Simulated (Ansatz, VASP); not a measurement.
TiSi2: VASP beside Ansatz

Contents of INCAR:

```
SYSTEM = TiSi2
PREC = Accurate
ENCUT = 520
EDIFF = 1E-7
ISMEAR = -1
SIGMA = 0.05
LREAL = .FALSE.
LASPH = .TRUE.
NELM = 80
ALGO = Normal
ISIF = 2
LWAVE = .FALSE.
LCHARG = .TRUE.
LELF = .TRUE.
LVHAR = .TRUE.
NBANDS = 17
```

File KPOINTS:

```
Automatic mesh
0
G
  12 12 12
  0 0 0
```

The input POSCAR:

```
TiSi2
1.0
   -1.5017591770      1.7457097017      4.2946938359
    1.5017591770     -1.7457097017      4.2946938359
    1.5017591770      1.7457097017     -4.2946938359
Ti Si
1 2
Direct
    0.0000000000      0.0000000000      0.0000000000
    0.6700780000      0.6700780000      0.0000000000
    0.3299220000      0.3299220000      0.0000000000
```

Contents of input.yaml:

```yaml
crystal:
  lattice:
    - [-1.501759177, 1.7457097017, 4.2946938359]
    - [1.501759177, -1.7457097017, 4.2946938359]
    - [1.501759177, 1.7457097017, -4.2946938359]
  atoms:
    - { symbol: Ti, position: [0.0, 0.0, 0.0] }
    - { symbol: Si, position: [0.670078, 0.670078, 0.0] }
    - { symbol: Si, position: [0.329922, 0.329922, 0.0] }
kpoints:
  mp_grid: { grid: [12, 12, 12] }
scf:
  occupations: { method: fermi_dirac, width: 0.05 }
hamiltonian:
  xc: lda
  pseudopotentials: { kind: all_electron, lapw: { basis_error: 0.002 } }
output:
  forces: true
  stress: true
  eigenvalues: true
```

Change from the starting cell: volume scaled by 1.06.

Alike in both runs: task single point; functional LDA; k mesh 12 × 12 × 12; occupations fermi-dirac, width 0.05 eV; no spin polarisation.

|  | VASP | Ansatz |
| --- | --- | --- |
| version | VASP 6.6.1 | Ansatz 0.2.0 |
| potentials or method | VASP PAW LDA potentials, release 64 (Ti_sv, Si), cutoff 520 eV | all-electron LAPW, scalar-relativistic |

```tsv
	VASP	Ansatz	Ansatz less VASP
gap on the k mesh at the Fermi level (eV)	none	none	-
pressure (GPa)	-12.9	-13.0	-0.13
traceless stress, the component that is largest in VASP (GPa)	1.15	1.15	0.000
rms of the force components (eV/Å)	0.071	0.074	+0.0027
```

LDA's correlation is that of Perdew and Zunger in VASP and of Perdew and Wang (1992) in Ansatz. Atom by atom the forces differ by 0.003 eV/Å (rms over components). A gap of «none» marks a metal or a gap that the smearing closes. Ansatz ran all-electron here, and VASP with PAW potentials.
